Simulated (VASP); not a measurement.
# Rh (Fm-3m) in VASP: notebook

The runs below take Rh through single point, with r2SCAN, LDA.

Everything below comes from runs of VASP 6.6.1. Logs are shortened: lines on timing, memory, paths and dates and some standing lists are left out, and cuts for length are marked.

## Step 1: The cell of the first run

The structure is cubic, space group Fm-3m (No. 225). The conventional cell has a = 3.758 Å, b = 3.758 Å, c = 3.758 Å, α = 90.00°, β = 90.00°, γ = 90.00°. Rh (site symmetry m-3m) has 12 Rh at 2.66 Å within 3.5 Å.

## Step 2: Single point, r2SCAN

POSCAR reads:

```
Rh
1.0
    0.0000000000      1.8791057054      1.8791057054
    1.8791057054      0.0000000000      1.8791057054
    1.8791057054      1.8791057054      0.0000000000
Rh
1
Direct
    0.0000000000      0.0000000000      0.0000000000
```

INCAR.step1 reads:

```
SYSTEM = Rh
  PREC = Accurate
  ENCUT = 520
  ISMEAR = -1
  SIGMA = 0.05
  LREAL = .False.
  LASPH = .True.
  NELM = 80
  NBANDS = 14
  GGA = PE
  ALGO = Normal
  EDIFF = 1E-4
  LWAVE = .True.
  LCHARG = .False.
```

INCAR.step2 reads:

```
SYSTEM = Rh
  PREC = Accurate
  ENCUT = 520
  EDIFF = 1E-6
  ISMEAR = -1
  SIGMA = 0.05
  LREAL = .False.
  LASPH = .True.
  NELM = 80
  ALGO = Normal
  ISIF = 2
  LWAVE = .False.
  LCHARG = .False.
  METAGGA = R2SCAN
  LMIXTAU = .True.
  NBANDS = 14
  ISTART = 1
```

KPOINTS reads:

```
regular mesh
0
Gamma
  12 12 12
  0 0 0
```

Potentials or basis: VASP PAW PBE potentials, release 64 (Rh_pv).

Command:

```console
$ cat potpaw_PBE.64/Rh_pv/POTCAR > POTCAR
$ cp INCAR.step1 INCAR
$ mpirun -np 1 vasp_std > vasp.out
$ cp INCAR.step2 INCAR
$ mpirun -np 1 vasp_std > vasp.out
```

OUTCAR:

```text
SYSTEM = Rh
   PREC = Accurate
   ENCUT = 520
   EDIFF = 1E-6
   ISMEAR = -1
   LREAL = .False.
   LASPH = .True.
   NELM = 80
   ISIF = 2
   METAGGA = R2SCAN
   ISTART = 1

 ion  position               nearest neighbor table
   1  0.000  0.000  0.000-

  LATTYP: Found a face centered cubic cell.
 ALAT       =     3.7582114108

  Lattice vectors:

 A1 = (   0.0000000000,   1.8791057054,   1.8791057054)
 A2 = (   1.8791057054,   0.0000000000,   1.8791057054)
 A3 = (   1.8791057054,   1.8791057054,   0.0000000000)

Analysis of symmetry for initial positions (statically):
[... 33 lines left out ...]
                                     Primitive cell

  volume of cell :      13.2704

  direct lattice vectors                    reciprocal lattice vectors
     0.000000000  1.879105705  1.879105705    -0.266084020  0.266084020  0.266084020
     1.879105705  0.000000000  1.879105705     0.266084020 -0.266084020  0.266084020
     1.879105705  1.879105705  0.000000000     0.266084020  0.266084020 -0.266084020

  length of vectors
     2.657456774  2.657456774  2.657456774     0.460871042  0.460871042  0.460871042

  position of ions in fractional coordinates (direct lattice)
     0.000000000  0.000000000  0.000000000

  ion indices of the primitive-cell ions
   primitive index   ion index
                 1           1

----------------------------------------------------------------------------------------

 KPOINTS: regular mesh

Automatic generation of k-mesh.
 Grid dimensions read from file:
 generate k-points for:   12   12   12

 Generating k-lattice:

  Cartesian coordinates                     Fractional coordinates (reciprocal lattice)
    -0.022173668  0.022173668  0.022173668     0.083333333  0.000000000  0.000000000
     0.022173668 -0.022173668  0.022173668     0.000000000  0.083333333  0.000000000
     0.022173668  0.022173668 -0.022173668     0.000000000  0.000000000  0.083333333

  Length of vectors
     0.038405920  0.038405920  0.038405920

  Shift w.r.t. Gamma in fractional coordinates (k-lattice)
     0.000000000  0.000000000  0.000000000

 Subroutine IBZKPT returns following result:
 ===========================================

 Found     72 irreducible k-points:

 Following reciprocal coordinates:
            Coordinates               Weight
  0.000000  0.000000  0.000000      1.000000
  0.083333  0.000000  0.000000      8.000000
  0.166667  0.000000  0.000000      8.000000
[... 39 lines left out ...]
   NELM   =     80;   NELMIN=  2; NELMDL=  0     # of ELM steps
   EDIFF  = 0.1E-05   stopping-criterion for ELM
   LREAL  =      F    real-space projection
   EDIFFG = 0.1E-04   stopping-criterion for IOM
   NSW    =      0    number of steps for IOM
   IBRION =     -1    ionic relax: 0-MD 1-quasi-New 2-CG
   NFREE  =      0    steps in history (QN), initial steepest desc. (CG)
   ISIF   =      2    stress and relaxation
   ISYM   =      2    0-nonsym 1-usesym 2-fastsym
   POTIM  = 0.5000    time-step for ionic-motion
   TEBEG  =    0.0;   TEEND  =   0.0 temperature during run
   PSTRESS=    0.0 pullay stress
   NELECT =      15.0000    total number of electrons
   NUPDOWN=      -1.0000    fix difference up-down
   EMIN   =  10.00;   EMAX   =-10.00  energy-range for DOS
   EFERMI =   0.00;   METHOD = LEGACY
   ISMEAR =    -1;   SIGMA  =   0.05  broadening in eV -4-tet -1-fermi 0-gaus
   EFERMI_NEDOS =   21; number of points for ismear=-14 and -15
   IALGO  =     38    algorithm
   IMIX   =      4    mixing-type and parameters
     AMIX     =   0.40;   BMIX     =  1.00
     AMIX_MAG =   1.60;   BMIX_MAG =  1.00
  volume/ion in A,a.u.               =      13.27        89.55
  Fermi-wavevector in a.u.,A,eV,Ry     =   1.705339  3.222623 39.568203  2.908181
  Thomas-Fermi vector in A             =   2.784577
   LORBIT       =      0    0 simple, 1 ext, 2 COOP (PROOUT), +10 PAW based schemes
   METAGGA = R2SCAN    functional components
   LHFCALC =     F    Hartree Fock is set to
   AEXX    =    0.0000 exact exchange contribution
   IVDW    =     0    specifies the selected vdW correction
   LEPSILON=     F    determine dielectric tensor
   LRPA    =     F    only Hartree local field effects (RPA)
 non-spin polarized calculation
  energy-cutoff  :      520.00
  volume of cell :       13.27
 maximum number of plane-waves:       368
   NGX =  9   NGY =  9   NGZ =  9

 number of electron      15.0000003 magnetization

 Free energy of the ion-electron system (eV)
  ---------------------------------------------------
  ext. energy  EPLUGINS =         0.00000000
  ---------------------------------------------------
  free energy    TOTEN  =       -24.12540420 eV

  energy without entropy =      -24.11764230  energy(sigma->0) =      -24.12152325

 E-fermi :  12.4092     XC(G=0): -15.4797

 val. band max:       12.3397024973   @ k =  -0.3333   0.3333   0.0000
 cond. band min:      12.4218083684   @ k =   0.3333   0.1667   0.0000
 fundamental gap:      0.0821058711
 Fermi energy:        12.4092074040

 k-point     1 :       0.0000    0.0000    0.0000
  band No.  band energies     occupation
      1     -35.4764      2.00000
      2     -35.4764      2.00000
      3     -35.4764      2.00000
      4       3.9401      2.00000
      5       9.0307      2.00000
      6       9.0307      2.00000
      7       9.0307      2.00000
      8      11.2561      2.00000
      9      11.2561      2.00000
     10      29.0833      0.00000
     11      29.6912      0.00000
     12      35.0443      0.00000
     13      35.0443      0.00000
     14      35.0443      0.00000
[... 377 lines left out ...]
      1     -36.2823      2.00000
      2     -35.7600      2.00000
      3     -35.6308      2.00000
      4       6.5328      2.00000
      5       8.2740      2.00000
      6       9.6417      2.00000
      7      10.1802      2.00000
      8      12.6707      0.01066
      9      16.8937      0.00000
     10      21.9408      0.00000
     11      29.3882      0.00000
     12      29.6916      0.00000
     13      32.4964      0.00000
     14      34.3377      0.00000

 [... further k-points ...]
[... 5 lines left out ...]
  --------------------------------------------------------------------------------------
  -------------------------------------------------------------------------------------
  Total        0.9472743      0.9472743      0.9472743      0.0000000     -0.0000000      0.0000000
  in kB      114.3675195    114.3675195    114.3675195      0.0000000     -0.0000000      0.0000000
  external PRESSURE =     114.3675195 kB  Pullay stress =       0.0000000 kB

 VOLUME and BASIS-vectors are now :
 -----------------------------------------------------------------------------
  energy-cutoff  :      520.00
  volume of cell :       13.27
      direct lattice vectors                 reciprocal lattice vectors
     0.000000000  1.879105705  1.879105705    -0.266084020  0.266084020  0.266084020
     1.879105705  0.000000000  1.879105705     0.266084020 -0.266084020  0.266084020
     1.879105705  1.879105705  0.000000000     0.266084020  0.266084020 -0.266084020

 POSITION                                       TOTAL-FORCE (eV/Angst)
 -----------------------------------------------------------------------------------
      0.00000      0.00000      0.00000         0.000000      0.000000      0.000000
 -----------------------------------------------------------------------------------
    total drift:                                0.000000      0.000000      0.000000

  FREE ENERGIE OF THE ION-ELECTRON SYSTEM (eV)
  ---------------------------------------------------
  free  energy   TOTEN  =       -24.1254042013 eV

  energy  without entropy=      -24.1176422997  energy(sigma->0) =      -24.12152325
```

OUTCAR.step1:

```text
SYSTEM = Rh
   PREC = Accurate
   ENCUT = 520
   ISMEAR = -1
   LREAL = .False.
   LASPH = .True.
[... 624 lines left out ...]
 -----------------------------------------------------------------------------------
      0.00000      0.00000      0.00000        -0.000000      0.000000      0.000000
 -----------------------------------------------------------------------------------
    total drift:                                0.000000     -0.000000      0.000000

  FREE ENERGIE OF THE ION-ELECTRON SYSTEM (eV)
  ---------------------------------------------------
  free  energy   TOTEN  =        -7.2269644804 eV

  energy  without entropy=       -7.2191068783  energy(sigma->0) =       -7.22303568
```

Run time: 30 s. Hardware: 1 thread of Intel Xeon Platinum 8488C (Sapphire Rapids), shared host; peak memory 0.13 GiB.

Results:

```yaml
Free_energy: -24.1254 eV
Pressure: 11.4 GPa
```

Levels at points of the mesh, in eV from the Fermi level:
```tsv
k point	band 5	band 6	band 7	band 8	band 9	band 10
(0.00, 0.00, 0.00)	-3.38	-3.38	-3.38	-1.15	-1.15	16.67
(0.50, 0.00, 0.00)	-3.50	-3.50	0.60	0.60	0.85	9.45
(0.50, 0.50, 0.00)	-6.54	0.53	1.08	1.08	3.52	13.33
```

Caveat: the PAW data sets were made with another functional, which shifts forces and pressure a little.

## Step 3: Single point, r2SCAN

This run uses another cell than the first one, of 13.48 Å³/atom, 1.016 times its volume.

POSCAR reads:

```
Rh
1.0
    0.0000000000      1.8889595752      1.8889595752
    1.8889595752      0.0000000000      1.8889595752
    1.8889595752      1.8889595752      0.0000000000
Rh
1
Direct
    0.0000000000      0.0000000000      0.0000000000
```

INCAR.step1 reads:

```
  ALGO = Normal
  EDIFF = 1E-4
  ENCUT = 520
  GGA = PE
  ISMEAR = -1
  LASPH = True
  LCHARG = False
  LREAL = False
  LWAVE = True
  NBANDS = 14
  NELM = 80
  PREC = Accurate
  SIGMA = 0.05
```

INCAR.step2 reads:

```
  ALGO = Normal
  EDIFF = 1E-6
  ENCUT = 520
  ISIF = 2
  ISMEAR = -1
  ISTART = 1
  LASPH = True
  LCHARG = True
  LELF = True
  LMIXTAU = True
  LREAL = False
  LVHAR = True
  LWAVE = False
  METAGGA = R2SCAN
  NBANDS = 14
  NELM = 80
  PREC = Accurate
  SIGMA = 0.05
```

KPOINTS reads:

```
k-points
0
Gamma
  12 12 12
```

Potentials or basis: VASP PAW PBE potentials, release 64 (Rh_pv).

Command:

```console
$ cat potpaw_PBE.64/Rh_pv/POTCAR > POTCAR
$ cp INCAR.step1 INCAR
$ mpirun -np 1 vasp_std > vasp.out
$ cp INCAR.step2 INCAR
$ mpirun -np 1 vasp_std > vasp.out
```

OUTCAR:

```text
EDIFF = 1E-6
   ENCUT = 520
   ISIF = 2
   ISMEAR = -1
   ISTART = 1
   LASPH = True
   LREAL = False
   METAGGA = R2SCAN
   NELM = 80
   PREC = Accurate

 ion  position               nearest neighbor table
   1  0.000  0.000  0.000-

  LATTYP: Found a face centered cubic cell.
 ALAT       =     3.7779191504

  Lattice vectors:

 A1 = (   0.0000000000,   1.8889595752,   1.8889595752)
 A2 = (   1.8889595752,   0.0000000000,   1.8889595752)
 A3 = (   1.8889595752,   1.8889595752,   0.0000000000)

Analysis of symmetry for initial positions (statically):
[... 33 lines left out ...]
                                     Primitive cell

  volume of cell :      13.4803

  direct lattice vectors                    reciprocal lattice vectors
     0.000000000  1.888959575  1.888959575    -0.264695977  0.264695977  0.264695977
     1.888959575  0.000000000  1.888959575     0.264695977 -0.264695977  0.264695977
     1.888959575  1.888959575  0.000000000     0.264695977  0.264695977 -0.264695977

  length of vectors
     2.671392250  2.671392250  2.671392250     0.458466880  0.458466880  0.458466880

  position of ions in fractional coordinates (direct lattice)
     0.000000000  0.000000000  0.000000000

  ion indices of the primitive-cell ions
   primitive index   ion index
                 1           1

----------------------------------------------------------------------------------------

 KPOINTS: k-points

Automatic generation of k-mesh.
 Grid dimensions read from file:
 generate k-points for:   12   12   12

 Generating k-lattice:

  Cartesian coordinates                     Fractional coordinates (reciprocal lattice)
    -0.022057998  0.022057998  0.022057998     0.083333333  0.000000000  0.000000000
     0.022057998 -0.022057998  0.022057998     0.000000000  0.083333333  0.000000000
     0.022057998  0.022057998 -0.022057998     0.000000000  0.000000000  0.083333333

  Length of vectors
     0.038205573  0.038205573  0.038205573

[... 72 lines left out ...]
     AMIX     =   0.40;   BMIX     =  1.00
     AMIX_MAG =   1.60;   BMIX_MAG =  1.00
  volume/ion in A,a.u.               =      13.48        90.97
  Fermi-wavevector in a.u.,A,eV,Ry     =   1.696443  3.205812 39.156460  2.877919
  Thomas-Fermi vector in A             =   2.777305
   LORBIT       =      0    0 simple, 1 ext, 2 COOP (PROOUT), +10 PAW based schemes
   METAGGA = R2SCAN    functional components
   LHFCALC =     F    Hartree Fock is set to
   AEXX    =    0.0000 exact exchange contribution
   IVDW    =     0    specifies the selected vdW correction
   LEPSILON=     F    determine dielectric tensor
   LRPA    =     F    only Hartree local field effects (RPA)
 non-spin polarized calculation
  energy-cutoff  :      520.00
  volume of cell :       13.48
 maximum number of plane-waves:       380
   NGX =  9   NGY =  9   NGZ =  9

 number of electron      15.0000006 magnetization

 Free energy of the ion-electron system (eV)
  ---------------------------------------------------
  ext. energy  EPLUGINS =         0.00000000
  ---------------------------------------------------
  free energy    TOTEN  =       -24.13710934 eV

  energy without entropy =      -24.12907806  energy(sigma->0) =      -24.13309370

 E-fermi :  12.1101     XC(G=0): -15.3611

 val. band max:       12.0449119047   @ k =  -0.3333   0.3333   0.0000
 cond. band min:      12.1220793154   @ k =   0.3333   0.1667   0.0000
 fundamental gap:      0.0771674108
 Fermi energy:        12.1101005136

 k-point     1 :       0.0000    0.0000    0.0000
  band No.  band energies     occupation
      1     -35.7449      2.00000
      2     -35.7448      2.00000
      3     -35.7448      2.00000
      4       3.7637      2.00000
      5       8.8152      2.00000
      6       8.8152      2.00000
      7       8.8152      2.00000
      8      10.9842      2.00000
      9      10.9842      2.00000
     10      28.8023      0.00000
     11      29.4124      0.00000
     12      34.6694      0.00000
     13      34.6694      0.00000
     14      34.6694      0.00000
[... 377 lines left out ...]
      1     -36.5087      2.00000
      2     -36.0139      2.00000
      3     -35.8916      2.00000
      4       6.3616      2.00000
      5       8.0790      2.00000
      6       9.4131      2.00000
      7       9.9346      2.00000
      8      12.3660      0.01191
      9      16.5342      0.00000
     10      21.4838      0.00000
     11      29.0043      0.00000
     12      29.4124      0.00000
     13      32.0642      0.00000
     14      33.8523      0.00000

 [... further k-points ...]
[... 5 lines left out ...]
  --------------------------------------------------------------------------------------
  -------------------------------------------------------------------------------------
  Total        0.5299615      0.5299615      0.5299615      0.0000000      0.0000000     -0.0000000
  in kB       62.9878730     62.9878730     62.9878730      0.0000000      0.0000000     -0.0000000
  external PRESSURE =      62.9878730 kB  Pullay stress =       0.0000000 kB

 VOLUME and BASIS-vectors are now :
 -----------------------------------------------------------------------------
  energy-cutoff  :      520.00
  volume of cell :       13.48
      direct lattice vectors                 reciprocal lattice vectors
     0.000000000  1.888959575  1.888959575    -0.264695977  0.264695977  0.264695977
     1.888959575  0.000000000  1.888959575     0.264695977 -0.264695977  0.264695977
     1.888959575  1.888959575  0.000000000     0.264695977  0.264695977 -0.264695977

 POSITION                                       TOTAL-FORCE (eV/Angst)
 -----------------------------------------------------------------------------------
      0.00000      0.00000      0.00000         0.000000     -0.000000      0.000000
 -----------------------------------------------------------------------------------
    total drift:                                0.000000      0.000000      0.000000

  FREE ENERGIE OF THE ION-ELECTRON SYSTEM (eV)
  ---------------------------------------------------
  free  energy   TOTEN  =       -24.1371093369 eV

  energy  without entropy=      -24.1290780570  energy(sigma->0) =      -24.13309370
```

It took 29 s on 1 thread of Intel Xeon Platinum 8488C (Sapphire Rapids), shared host; peak memory 0.13 GiB.

Results:

```
Free energy : -24.1371 eV
Pressure    : 6.3 GPa
```

Caveat: the PAW data sets were made with another functional, which shifts forces and pressure a little.

(Part 1 of 2 ends here.)
